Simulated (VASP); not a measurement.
# BiTe (Fm-3m) in VASP: settings compared

Aim: see how the results for BiTe move with the level of theory and the settings. Levels: PBE exchange alone, PBE0. Tasks: single point.

Everything below comes from runs of VASP 6.6.1. Logs are shortened: lines on timing, memory, paths and dates and some standing lists are left out, and cuts for length are marked.

**1. The cell of the first run**

The structure is cubic, space group Fm-3m (No. 225). The conventional cell has a = 6.470 Å, b = 6.470 Å, c = 6.470 Å, α = 90.00°, β = 90.00°, γ = 90.00°. Bi (site symmetry m-3m) has 6 Te at 3.23 Å within 4.3 Å. Within 4.3 Å of Te (site symmetry m-3m) lie 6 Bi at 3.23 Å.

**2. Single point, PBE exchange alone, non-collinear spin, zero start, spin-orbit coupling (33.86 Å³/atom)**

Input file INCAR:

```
  PREC = Accurate
  ENCUT = 520
  EDIFF = 1E-7
  ISMEAR = -1
  SIGMA = 0.05
  LREAL = F
  LASPH = T
  NELM = 150
  ALGO = Normal
  ISIF = 2
  LWAVE = F
  LCHARG = T
  MAGMOM = 0 0 0 0 0 0
  LORBIT = 11
  LSORBIT = T
  GGA_COMPAT = F
  LORBMOM = T
  GGA = PE
  ALDAC = 0.0
  AGGAC = 0.0
  LVHAR = T
  NBANDS = 33
```

Input file KPOINTS:

```
Automatic mesh
0
Gamma
  5 5 5
```

Input file POSCAR:

```
BiTe
1.0
    0.0000000000      3.2350000000      3.2350000000
    3.2350000000      0.0000000000      3.2350000000
    3.2350000000      3.2350000000      0.0000000000
Bi Te
1 1
Direct
    0.0000000000      0.0000000000      0.0000000000
    0.5000000000      0.5000000000      0.5000000000
```

Potentials or basis: VASP PAW PBE potentials, release 64 (Bi_d, Te).

Launch:

```console
> cat potpaw_PBE.64/Bi_d/POTCAR potpaw_PBE.64/Te/POTCAR > POTCAR
> mpirun -np 1 vasp_ncl > vasp.out
```

OUTCAR:

```text
PREC = Accurate
   ENCUT = 520
   EDIFF = 1E-7
   ISMEAR = -1
   LREAL = F
   LASPH = T
   NELM = 150
   ISIF = 2
   LORBIT = 11
   LSORBIT = T
   GGA = PE

 ion  position               nearest neighbor table
   1  0.000  0.000  0.000-   2 3.23   2 3.23   2 3.23   2 3.23   2 3.23   2 3.23
   2  0.500  0.500  0.500-   1 3.23   1 3.23   1 3.23   1 3.23   1 3.23   1 3.23

  LATTYP: Found a face centered cubic cell.
 ALAT       =     6.4700000000

  Lattice vectors:

 A1 = (   0.0000000000,   3.2350000000,   3.2350000000)
 A2 = (   3.2350000000,   0.0000000000,   3.2350000000)
 A3 = (   3.2350000000,   3.2350000000,   0.0000000000)

Analysis of symmetry for initial positions (statically):
=====================================================================
 Subroutine PRICEL returns:
 Original cell was already a primitive cell.

 Routine SETGRP: Setting up the symmetry group for a
 face centered cubic supercell.

 Subroutine GETGRP returns: Found 48 space group operations
 (whereof 48 operations were pure point group operations)
 out of a pool of 48 trial point group operations.

The static configuration has the point symmetry O_h .

Analysis of symmetry for dynamics (positions and initial velocities):
=====================================================================
 Subroutine PRICEL returns:
 Original cell was already a primitive cell.

 Routine SETGRP: Setting up the symmetry group for a
 face centered cubic supercell.

 Subroutine GETGRP returns: Found 48 space group operations
 (whereof 48 operations were pure point group operations)
 out of a pool of 48 trial point group operations.

The dynamic configuration has the point symmetry O_h .

Analysis of structural, dynamic, and magnetic symmetry:
=====================================================================
 Subroutine PRICEL returns:
 Original cell was already a primitive cell.

 Routine SETGRP: Setting up the symmetry group for a
 face centered cubic supercell.

 Subroutine GETGRP returns: Found 48 space group operations
 (whereof 48 operations were pure point group operations)
 out of a pool of 48 trial point group operations.

The overall configuration has the point symmetry O_h .

 Subroutine INISYM returns: Found 48 space group operations
 (whereof 48 operations are pure point group operations),
 and found     1 'primitive' translations

----------------------------------------------------------------------------------------

                                     Primitive cell

  volume of cell :      67.7100

  direct lattice vectors                    reciprocal lattice vectors
     0.000000000  3.235000000  3.235000000    -0.154559505  0.154559505  0.154559505
     3.235000000  0.000000000  3.235000000     0.154559505 -0.154559505  0.154559505
     3.235000000  3.235000000  0.000000000     0.154559505  0.154559505 -0.154559505

  length of vectors
     4.574980874  4.574980874  4.574980874     0.267704916  0.267704916  0.267704916

  position of ions in fractional coordinates (direct lattice)
     0.000000000  0.000000000  0.000000000
     0.500000000  0.500000000  0.500000000

  ion indices of the primitive-cell ions
   primitive index   ion index
                 1           1
                 2           2

----------------------------------------------------------------------------------------

 KPOINTS: Automatic mesh

Automatic generation of k-mesh.
 Grid dimensions read from file:
 generate k-points for:    5    5    5

 Generating k-lattice:

  Cartesian coordinates                     Fractional coordinates (reciprocal lattice)
    -0.030911901  0.030911901  0.030911901     0.200000000  0.000000000  0.000000000
     0.030911901 -0.030911901  0.030911901     0.000000000  0.200000000  0.000000000
     0.030911901  0.030911901 -0.030911901     0.000000000  0.000000000  0.200000000

  Length of vectors
     0.053540983  0.053540983  0.053540983

  Shift w.r.t. Gamma in fractional coordinates (k-lattice)
     0.000000000  0.000000000  0.000000000

 Subroutine IBZKPT returns following result:
 ===========================================

 Found     10 irreducible k-points:

 Following reciprocal coordinates:
            Coordinates               Weight
  0.000000  0.000000  0.000000      1.000000
  0.200000  0.000000  0.000000      8.000000
  0.400000  0.000000  0.000000      8.000000
  0.200000  0.200000  0.000000      6.000000
  0.400000  0.200000  0.000000     24.000000
[... 28 lines left out ...]
   NFREE  =      0    steps in history (QN), initial steepest desc. (CG)
   ISIF   =      2    stress and relaxation
   ISYM   =      2    0-nonsym 1-usesym 2-fastsym
   POTIM  = 0.5000    time-step for ionic-motion
   TEBEG  =    0.0;   TEEND  =   0.0 temperature during run
   PSTRESS=    0.0 pullay stress
   NELECT =      21.0000    total number of electrons
   NUPDOWN=      -1.0000    fix difference up-down
   EMIN   =  10.00;   EMAX   =-10.00  energy-range for DOS
   EFERMI =   0.00;   METHOD = LEGACY
   ISMEAR =    -1;   SIGMA  =   0.05  broadening in eV -4-tet -1-fermi 0-gaus
   EFERMI_NEDOS =   21; number of points for ismear=-14 and -15
   IALGO  =     38    algorithm
   IMIX   =      4    mixing-type and parameters
     AMIX     =   0.40;   BMIX     =  1.00
     AMIX_MAG =   1.60;   BMIX_MAG =  1.00
  volume/ion in A,a.u.               =      33.86       228.46
  Fermi-wavevector in a.u.,A,eV,Ry     =   1.108146  2.094092 16.707785  1.227988
  Thomas-Fermi vector in A             =   2.244669
   LORBIT       =     11    0 simple, 1 ext, 2 COOP (PROOUT), +10 PAW based schemes
   GGA     = PE    functional components
   LHFCALC =     F    Hartree Fock is set to
   AEXX    =    0.0000 exact exchange contribution
   IVDW    =     0    specifies the selected vdW correction
   LEPSILON=     F    determine dielectric tensor
   LRPA    =     F    only Hartree local field effects (RPA)
  energy-cutoff  :      520.00
  volume of cell :       67.71
 maximum number of plane-waves:      3698
 NGX is ok and might be reduce to    36
   NGX = 17   NGY = 17   NGZ = 17

 number of electron      21.0000001 magnetization       0.0000000      0.0000000      0.0000000

 number of electron      21.0000001 magnetization      -0.0000000     -0.0000000     -0.0000000

 number of electron      21.0000001 magnetization       0.0000000     -0.0000000      0.0000000

 number of electron      21.0000001 magnetization      -0.0000000      0.0000000     -0.0000000

 Free energy of the ion-electron system (eV)
  ---------------------------------------------------
  ext. energy  EPLUGINS =         0.00000000
  ---------------------------------------------------
  free energy    TOTEN  =        -5.47675979 eV

  energy without entropy =       -5.44527189  energy(sigma->0) =       -5.46101584

 E-fermi :   8.1196     XC(G=0):  -7.7573

 val. band max:        8.0538612510   @ k =  -0.4000   0.2000   0.0000
 cond. band min:       8.1382739876   @ k =  -0.4000   0.4000   0.2000
 fundamental gap:      0.0844127366
 Fermi energy:         8.1195781755

 k-point     1 :       0.0000    0.0000    0.0000
  band No.  band energies     occupation
      1     -16.3382      1.00000
      2     -16.3382      1.00000
      3     -16.3382      1.00000
      4     -16.3382      1.00000
      5     -13.3870      1.00000
      6     -13.3870      1.00000
[... 349 lines left out ...]
     32      17.1383      0.00000
     33      17.3819      0.00000

------------------------ aborting loop because EDIFF is reached ----------------------------------------

  FORCE on cell =-STRESS in cart. coord.  units (eV):
  Direction    XX          YY          ZZ          XY          YZ          ZX
  --------------------------------------------------------------------------------------
  -------------------------------------------------------------------------------------
  Total        4.7232098      4.7232098      4.7232098     -0.0000000      0.0000000     -0.0000000
  in kB      111.7622060    111.7622060    111.7622060     -0.0000000      0.0000000     -0.0000000
  external PRESSURE =     111.7622060 kB  Pullay stress =       0.0000000 kB

 VOLUME and BASIS-vectors are now :
 -----------------------------------------------------------------------------
  energy-cutoff  :      520.00
  volume of cell :       67.71
      direct lattice vectors                 reciprocal lattice vectors
     0.000000000  3.235000000  3.235000000    -0.154559505  0.154559505  0.154559505
     3.235000000  0.000000000  3.235000000     0.154559505 -0.154559505  0.154559505
     3.235000000  3.235000000  0.000000000     0.154559505  0.154559505 -0.154559505

 POSITION                                       TOTAL-FORCE (eV/Angst)
 -----------------------------------------------------------------------------------
      0.00000      0.00000      0.00000        -0.000000     -0.000000      0.000000
      3.23500      3.23500      3.23500         0.000000      0.000000     -0.000000
 -----------------------------------------------------------------------------------
    total drift:                               -0.000000      0.000000      0.000000

  FREE ENERGIE OF THE ION-ELECTRON SYSTEM (eV)
  ---------------------------------------------------
  free  energy   TOTEN  =        -5.4767597894 eV

  energy  without entropy=       -5.4452718910  energy(sigma->0) =       -5.46101584

 orbital moment (x)

 # of ion     p       d       tot
 ----------------------------------------
  1         0.000   0.000   0.000
  2         0.000  -0.000  -0.000
 ----------------------------------------
            0.000   0.000   0.000

 orbital moment (y)

 # of ion     p       d       tot
 ----------------------------------------
  1         0.000  -0.000  -0.000
  2         0.000   0.000   0.000
 ----------------------------------------
            0.000  -0.000  -0.000

 orbital moment (z)

 # of ion     p       d       tot
 ----------------------------------------
  1         0.000   0.000   0.000
  2         0.000   0.000   0.000
 ----------------------------------------
            0.000   0.000   0.000

 Spin-Orbit-Coupling matrix elements

 Ion:    1  E_soc:     -2.0025357
 l=   1
     0.0000000    -0.2675199    -0.2675199
    -0.2675199     0.0000000    -0.2675199
    -0.2675199    -0.2675199     0.0000000
 l=   2
     0.0000000    -0.0132703     0.0000000    -0.0132703    -0.0529657
    -0.0132703     0.0000000    -0.0397243    -0.0132703    -0.0132414
     0.0000000    -0.0397243     0.0000000    -0.0397243     0.0000000
    -0.0132703    -0.0132703    -0.0397243     0.0000000    -0.0132414
    -0.0529657    -0.0132414     0.0000000    -0.0132414     0.0000000
 l=   3
     0.0000000     0.0000000     0.0000000     0.0000000     0.0000000     0.0000000     0.0000000
     0.0000000     0.0000000     0.0000000     0.0000000     0.0000000     0.0000000     0.0000000
     0.0000000     0.0000000     0.0000000     0.0000000     0.0000000     0.0000000     0.0000000
     0.0000000     0.0000000     0.0000000     0.0000000     0.0000000     0.0000000     0.0000000
     0.0000000     0.0000000     0.0000000     0.0000000     0.0000000     0.0000000     0.0000000
     0.0000000     0.0000000     0.0000000     0.0000000     0.0000000     0.0000000     0.0000000
     0.0000000     0.0000000     0.0000000     0.0000000     0.0000000     0.0000000     0.0000000

 Ion:    2  E_soc:     -0.2370222
 l=   1
     0.0000000    -0.0396982    -0.0396982
    -0.0396982     0.0000000    -0.0396982
    -0.0396982    -0.0396982     0.0000000
 l=   2
     0.0000000    -0.0000103     0.0000000    -0.0000103     0.0002049
    -0.0000103     0.0000000     0.0001536    -0.0000103     0.0000512
     0.0000000     0.0001536     0.0000000     0.0001536     0.0000000
    -0.0000103    -0.0000103     0.0001536     0.0000000     0.0000512
     0.0002049     0.0000512     0.0000000     0.0000512     0.0000000
 l=   3
     0.0000000     0.0000000     0.0000000     0.0000000     0.0000000     0.0000000     0.0000000
     0.0000000     0.0000000     0.0000000     0.0000000     0.0000000     0.0000000     0.0000000
     0.0000000     0.0000000     0.0000000     0.0000000     0.0000000     0.0000000     0.0000000
     0.0000000     0.0000000     0.0000000     0.0000000     0.0000000     0.0000000     0.0000000
     0.0000000     0.0000000     0.0000000     0.0000000     0.0000000     0.0000000     0.0000000
     0.0000000     0.0000000     0.0000000     0.0000000     0.0000000     0.0000000     0.0000000
     0.0000000     0.0000000     0.0000000     0.0000000     0.0000000     0.0000000     0.0000000

 total charge

# of ion       s       p       d       tot
------------------------------------------
    1        1.569   1.223   9.930  12.722
    2        1.411   1.941   0.029   3.381
--------------------------------------------------
tot          2.980   3.164   9.959  16.103

 magnetization (x)

# of ion       s       p       d       tot
------------------------------------------
    1        0.000   0.000  -0.000  -0.000
    2       -0.000   0.000  -0.000   0.000
--------------------------------------------------
tot         -0.000   0.000  -0.000   0.000

 magnetization (y)

# of ion       s       p       d       tot
------------------------------------------
    1       -0.000   0.000   0.000  -0.000
    2        0.000   0.000  -0.000   0.000
--------------------------------------------------
tot         -0.000   0.000  -0.000  -0.000

 magnetization (z)

# of ion       s       p       d       tot
------------------------------------------
    1        0.000   0.000  -0.000   0.000
    2        0.000   0.000  -0.000   0.000
--------------------------------------------------
tot          0.000   0.000  -0.000   0.000
```

Wall time 48 s (1 thread of AMD EPYC 9R45 (Zen 5), shared host); peak memory 0.35 GiB.

What came out:

* Free energy: -5.4768 eV
* Pressure: 11.2 GPa
* Net moment: 0.00 μB per cell
* Valence electrons inside the program's atomic spheres: Bi 12.72; Te 3.38

Moments on the atoms (μB; x, y, z):
```
Bi  0.00 0.00 0.00
Te  0.00 0.00 0.00
```

Caveat: the cell stands under pressure.

(Part 1 of 3 ends here.)
